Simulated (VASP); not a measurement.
Here is a VASP 6.6.1 calculation.

The input INCAR:

```
PREC = Accurate ; ENCUT = 520
EDIFF = 1E-6 ; ISMEAR = 0
SIGMA = 0.15 ; LREAL = F
LASPH = T ; NELM = 80
ALGO = Normal ; ISIF = 2
LWAVE = F ; LCHARG = F
GGA = PS ; NBANDS = 15
```

Contents of KPOINTS:

```
Automatic mesh
0
Gamma
  20 20 20
```

The input POSCAR:

```
TaN
1.0
    1.1529822974      2.8824557435      2.8824557435
    2.8824557435      1.1529822974      2.8824557435
    2.8824557435      2.8824557435      1.1529822974
Ta N
1 1
Direct
    0.5000000000      0.5000000000      0.5000000000
    0.0000000000      0.0000000000      0.0000000000
```

Potentials or basis: VASP PAW PBE potentials, release 64 (Ta_pv, N).

The run is started by

```sh
$ cat potpaw_PBE.64/Ta_pv/POTCAR potpaw_PBE.64/N/POTCAR > POTCAR
$ mpirun -np 1 vasp_std > vasp.out
```

Q: Predict the band gap on the k mesh.

A: Zero (band 8 reaches 8.59 eV, above the bottom of band 9 at 6.69 eV).

Q: Predict the pressure.

A: 50.7 GPa.

Stress tensor (GPa, compression positive):
```
 50.68 -67.93 -67.93
-67.93  50.68 -67.93
-67.93 -67.93  50.68
```

Caveat: the PAW data sets were made with another functional, which shifts forces and pressure a little; spin-orbit coupling is left out, which moves the levels of the heavy elements.
